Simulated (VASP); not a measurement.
Here is a VASP 6.6.1 calculation.

File INCAR:

```
SYSTEM = Zn2GaCu5Ge2Se10
ALGO = Normal ; EDIFF = 1E-6
ENCUT = 520 ; GGA = PE
ISIF = 2 ; ISMEAR = 0
ISYM = 0 ; LASPH = .TRUE.
LCHARG = .FALSE. ; LREAL = Auto
LWAVE = .FALSE. ; NBANDS = 106
NELM = 80 ; PREC = Accurate
SIGMA = 0.1
```

File KPOINTS:

```
Automatic mesh
0
Gamma
  2 2 2
  0.5 0.5 0.5
```

POSCAR

```
Zn2GaCu5Ge2Se10
1.0
    2.8785122006      2.8959189075      5.7734754734
   -2.8044675035     -2.7985751116      5.6877812268
    8.4932644789     -5.6204418187      2.8721757999
Cu Zn Ga Ge Se
5 2 1 2 10
Direct
    0.1983794451      0.9836597313      0.6037816265
    0.6058132052      0.9898154408      0.8024722002
    1.0078969967      0.9917825007     -0.0031579181
    0.8005699959     -0.0342130256      0.4027904617
    0.5076112051      0.5111680907      0.9951464042
    0.0918257014      0.5236661322      0.8100284905
    0.4072550277     -0.0223899554      0.1892786953
    0.9032789559      0.5079912636      0.1920675703
    0.2928009340      0.5213962451      0.4009802457
    0.6855262072      0.5144119124      0.6087309019
    0.5611776038      0.8875013434      0.6040491929
    0.4773841736      0.3641362360      0.8041198963
    0.9648806310      0.8911366153      0.8022219700
    0.3705419118      0.8784987310      0.9909804230
    0.7755114108      0.8797855092      0.1978180955
    0.7036540454      0.3457235106      0.4006005920
    0.1549246783      0.9002450211      0.4015341685
    0.0682240026      0.3673866440      0.6039884691
    0.8736984377      0.3659523857      0.0011609622
    0.2807649270      0.3782804441      0.1920083390
```

Potentials or basis: VASP PAW PBE potentials, release 64 (Cu, Zn, Ga_d, Ge_d, Se).

Run with:

```bash
$ cat potpaw_PBE.64/Cu/POTCAR potpaw_PBE.64/Zn/POTCAR potpaw_PBE.64/Ga_d/POTCAR potpaw_PBE.64/Ge_d/POTCAR potpaw_PBE.64/Se/POTCAR > POTCAR
$ mpirun -np 1 vasp_std > vasp.out
```

Q: Predict the pressure.

A: 0.2 GPa.

Q: Estimate the largest force.

A: 0.030 eV/Å.

Q: Predict the band gap on the k mesh.

A: 0.02 eV (least direct gap 0.03 eV).

Forces in eV/Å, atoms in the order of the input:
```
Cu  -0.003  0.009  0.009
Cu  -0.001 -0.001  0.000
Cu   0.003 -0.005 -0.002
Cu  -0.008 -0.002 -0.024
Cu   0.006 -0.006 -0.003
Zn   0.004  0.002 -0.004
Zn   0.005 -0.009  0.013
Ga   0.006  0.005  0.014
Ge   0.012 -0.002  0.007
Ge  -0.003 -0.001  0.008
Se   0.017  0.009 -0.015
Se  -0.021  0.003  0.001
Se   0.000 -0.007  0.004
Se   0.001  0.009  0.005
Se  -0.004 -0.004 -0.003
Se  -0.011 -0.010 -0.026
Se  -0.011  0.007  0.008
Se   0.004 -0.010  0.015
Se   0.003  0.004  0.001
Se   0.001  0.008 -0.010
```

Caveat: semilocal functionals underestimate gaps, and a narrow one can read as zero; a shifted mesh leaves out Γ, where band edges can lie. A k mesh can miss the band edges.
